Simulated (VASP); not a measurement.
# GaN (Fm-3m) in VASP: settings compared, part 2 of 2

VASP 6.6.1. Earlier steps stand in the parts before.

### Step 3. Single point, RPBE+D4 (8.87 Å³/atom)

Input file INCAR:

```
SYSTEM = GaN
PREC = Accurate ; ENCUT = 1330
EDIFF = 1E-6 ; ISMEAR = 0
SIGMA = 0.05 ; LREAL = .False.
LASPH = .True. ; NELM = 120
ALGO = Normal ; ISIF = 2
LWAVE = .False. ; LCHARG = .False.
GGA = RP ; IVDW = 13
NBANDS = 16 ; GGA_COMPAT = .False.
```

Input file KPOINTS:

```
Automatic mesh
0
Gamma
  10 10 10
  0 0 0
```

Input file POSCAR:

```
GaN
1.0
    0.0000000000      2.0696885014      2.0696885014
    2.0696885014      0.0000000000      2.0696885014
    2.0696885014      2.0696885014      0.0000000000
Ga N
1 1
Direct
    0.5000000000      0.5000000000      0.5000000000
    0.0000000000      0.0000000000      0.0000000000
```

Potentials or basis: VASP PAW PBE potentials, release 64 (Ga_d, N_h).

Run with:

```sh
> cat potpaw_PBE.64/Ga_d/POTCAR potpaw_PBE.64/N_h/POTCAR > POTCAR
> mpirun -np 1 vasp_std > vasp.out
```

It took 23 s on 1 thread of Intel Xeon 6975P-C (Granite Rapids), shared host; peak memory 0.24 GiB.

The run converged. Its results:

| Property | Result |
| --- | --- |
| Free energy | -12.1952 eV |
| Pressure | 11.2 GPa |
| Band gap on the k mesh | 1.12 eV (least direct gap 3.58 eV) |
| Dispersion energy per atom | -1.013 eV |

Levels at points of the mesh, in eV from the valence-band top:
```csv
k point,band 5,band 6,band 7,band 8,band 9,band 10,band 11,band 12,band 13,band 14
"(0.00, 0.00, 0.00)",-13.84,-13.84,-0.55,-0.55,-0.55,3.03,15.12,15.12,15.12,16.38
"(0.50, 0.00, 0.00)",-13.68,-13.68,-8.52,-0.14,-0.14,5.02,9.56,9.56,10.40,17.05
"(0.50, 0.50, 0.00)",-13.62,-10.86,-7.58,-3.24,-3.24,1.12,7.93,12.68,15.47,15.47
```

Caveat: the cell stands under pressure; the dispersion term is far too large for a dense solid, which distorts pressure and volume; the PAW data sets were made with another functional, which shifts forces and pressure a little. RPBE gaps usually lie below the measured ones, often by a third to a half.

### Step 4. Single point, BLYP (9.92 Å³/atom)

This run uses another cell than the first one, of 9.92 Å³/atom.

Input file INCAR:

```
  PREC = Accurate
  ENCUT = 1330
  EDIFF = 1E-6
  ISMEAR = 0
  SIGMA = 0.05
  LREAL = False
  LASPH = True
  NELM = 120
  ALGO = Normal
  ISIF = 2
  LWAVE = False
  LCHARG = False
  GGA = B5
  ALDAX = 1.0
  AGGAX = 1.0
  AGGAC = 1.0
  ALDAC = 0.0
  NBANDS = 16
  GGA_COMPAT = False
```

Input file KPOINTS:

```
regular mesh
0
Gamma
  10 10 10
```

Input file POSCAR:

```
GaN
1.0
    0.0000000000      2.1488721714      2.1488721714
    2.1488721714      0.0000000000      2.1488721714
    2.1488721714      2.1488721714      0.0000000000
Ga N
1 1
Direct
    0.5000000000      0.5000000000      0.5000000000
    0.0000000000      0.0000000000      0.0000000000
```

Potentials or basis: VASP PAW PBE potentials, release 64 (Ga_d, N_h).

Run with:

```sh
> cat potpaw_PBE.64/Ga_d/POTCAR potpaw_PBE.64/N_h/POTCAR > POTCAR
> mpirun -np 1 vasp_std > vasp.out
```

OUTCAR:

```text
PREC = Accurate
   ENCUT = 1330
   EDIFF = 1E-6
   ISMEAR = 0
   LREAL = False
   LASPH = True
   NELM = 120
   ISIF = 2
   GGA = B5

 ion  position               nearest neighbor table
   1  0.500  0.500  0.500-   2 2.15   2 2.15   2 2.15   2 2.15   2 2.15   2 2.15
   2  0.000  0.000  0.000-   1 2.15   1 2.15   1 2.15   1 2.15   1 2.15   1 2.15

  LATTYP: Found a face centered cubic cell.
 ALAT       =     4.2977443428

  Lattice vectors:

 A1 = (   0.0000000000,   2.1488721714,   2.1488721714)
 A2 = (   2.1488721714,   0.0000000000,   2.1488721714)
 A3 = (   2.1488721714,   2.1488721714,   0.0000000000)

Analysis of symmetry for initial positions (statically):
=====================================================================
 Subroutine PRICEL returns:
 Original cell was already a primitive cell.

 Routine SETGRP: Setting up the symmetry group for a
 face centered cubic supercell.

 Subroutine GETGRP returns: Found 48 space group operations
 (whereof 48 operations were pure point group operations)
 out of a pool of 48 trial point group operations.

The static configuration has the point symmetry O_h .

Analysis of symmetry for dynamics (positions and initial velocities):
[... 161 lines left out ...]
 val. band max:        8.0153536468   @ k =  -0.2000   0.2000   0.0000
 cond. band min:       8.2298838016   @ k =   0.5000   0.5000   0.0000
 fundamental gap:      0.2145301548
 Fermi energy:         8.1306500336

 k-point     1 :       0.0000    0.0000    0.0000
  band No.  band energies     occupation
      1      -8.6553      2.00000
      2      -6.1098      2.00000
      3      -6.1098      2.00000
      4      -6.1098      2.00000
      5      -6.0301      2.00000
      6      -6.0301      2.00000
[... 433 lines left out ...]
      3      -5.9949      2.00000
      4      -5.9494      2.00000
      5      -5.9107      2.00000
      6      -4.6586      2.00000
[... 8 lines left out ...]
     15      32.3836      0.00000
     16      33.6601      0.00000

 [... further k-points ...]

------------------------ aborting loop because EDIFF is reached ----------------------------------------

  FORCE on cell =-STRESS in cart. coord.  units (eV):
  Direction    XX          YY          ZZ          XY          YZ          ZX
  --------------------------------------------------------------------------------------
  -------------------------------------------------------------------------------------
  Total        0.5820743      0.5820743      0.5820743      0.0000000      0.0000000     -0.0000000
  in kB       46.9923579     46.9923579     46.9923579      0.0000000      0.0000000     -0.0000000
  external PRESSURE =      46.9923579 kB  Pullay stress =       0.0000000 kB

 VOLUME and BASIS-vectors are now :
 -----------------------------------------------------------------------------
  energy-cutoff  :     1330.00
  volume of cell :       19.85
      direct lattice vectors                 reciprocal lattice vectors
     0.000000000  2.148872171  2.148872171    -0.232680197  0.232680197  0.232680197
     2.148872171  0.000000000  2.148872171     0.232680197 -0.232680197  0.232680197
     2.148872171  2.148872171  0.000000000     0.232680197  0.232680197 -0.232680197

 POSITION                                       TOTAL-FORCE (eV/Angst)
 -----------------------------------------------------------------------------------
      2.14887      2.14887      2.14887         0.000000      0.000000     -0.000000
      0.00000      0.00000      0.00000        -0.000000     -0.000000      0.000000
 -----------------------------------------------------------------------------------
    total drift:                                0.000000      0.000000      0.000000

  FREE ENERGIE OF THE ION-ELECTRON SYSTEM (eV)
  ---------------------------------------------------
  free  energy   TOTEN  =        -9.8626283894 eV

  energy  without entropy=       -9.8626248203  energy(sigma->0) =       -9.86262660
```

It took 45 s on 1 thread of AMD EPYC 9R45 (Zen 5), shared host; peak memory 0.21 GiB.

What came out:

- Free energy: -9.8626 eV
- Pressure: 4.7 GPa
- Band gap on the k mesh: 0.21 eV (least direct gap 2.21 eV)

Caveat: the cell stands under pressure; semilocal functionals underestimate gaps, and a narrow one can read as zero; the PAW data sets were made with another functional, which shifts forces and pressure a little.

### Step 5. The runs side by side

| level | cell | gap on the mesh (eV) | pressure (GPa) |
| --- | --- | --- | --- |
| revPBE+D4 | a = 2.926 Å, angles 60.0°, 2 atoms | 1.10 | 11.4 |
| RPBE+D4 | a = 2.927 Å, angles 60.0°, 2 atoms | 1.12 | 11.2 |
| BLYP | a = 3.039 Å, angles 60.0°, 2 atoms | 0.21 | 4.7 |

Alike in all rows: task single point; potentials or basis VASP PAW PBE potentials, release 64 (Ga_d, N_h); no spin polarisation; k mesh 10 × 10 × 10; cutoff (eV) 1330; smearing gaussian 0.05 eV.

Caveats: the cell stands under pressure; the PAW data sets were made with another functional, which shifts forces and pressure a little; the dispersion term is far too large for a dense solid, which distorts pressure and volume (at least some runs); semilocal functionals underestimate gaps, and a narrow one can read as zero (at least some runs).

Total energies depend on the potentials used, so only differences within one code and one set of settings carry meaning.
